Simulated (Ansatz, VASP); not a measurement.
## Be in VASP and in Ansatz

File INCAR:

```
ALGO = Normal
EDIFF = 1E-8
ENCUT = 520
GGA = PS
ISIF = 2
ISMEAR = -1
LASPH = T
LCHARG = F
LEFG = T
LREAL = F
LWAVE = F
NBANDS = 7
NELM = 80
PREC = Accurate
SIGMA = 0.03
```

Contents of KPOINTS:

```
k-points
0
Gamma
  23 23 23
```

POSCAR

```
Be
1.0
   -1.2781833703      1.2781833703      1.2531209513
    1.2781833703     -1.2781833703      1.2531209513
    1.2781833703      1.2781833703     -1.2531209513
Be
1
Direct
    0.0000000000      0.0000000000      0.0000000000
```

Input for Ansatz:

```yaml
crystal:
  lattice:
    - [-1.2781833703, 1.2781833703, 1.2531209513]
    - [1.2781833703, -1.2781833703, 1.2531209513]
    - [1.2781833703, 1.2781833703, -1.2531209513]
  atoms:
    - { symbol: Be, position: [0.0, 0.0, 0.0] }
kpoints:
  mp_grid: { grid: [23, 23, 23] }
scf:
  occupations: { method: fermi_dirac, width: 0.03 }
hamiltonian:
  xc: pbesol
  pseudopotentials: { kind: paw }
output:
  forces: true
  stress: true
  eigenvalues: true
  efg: { contact_densities: true }
```

Change from the starting cell: equal xx and yy strain of +2 %, PAW files.

Alike in both runs: task electric field gradients; functional PBEsol; k mesh 23 × 23 × 23; occupations fermi-dirac, width 0.03 eV; no spin polarisation.

|  | VASP | Ansatz |
| --- | --- | --- |
| version | VASP 6.6.1 | Ansatz 0.2.0 |
| potentials or method | VASP PAW PBE potentials, release 64 (Be) | PAW with Ansatz's default frozen-core files, scalar-relativistic |
| plane-wave cutoff (eV) | 520 | 420 |
| valence electrons in the cell | 2 | 2 |

```csv
,VASP,Ansatz,Ansatz less VASP
pressure (GPa),-6.0,-6.3,-0.33
size of Vzz on the site where it differs most (V/Å²),0.2,0.1,-0.03
```

VASP's potentials were made for PBE, not for PBEsol.
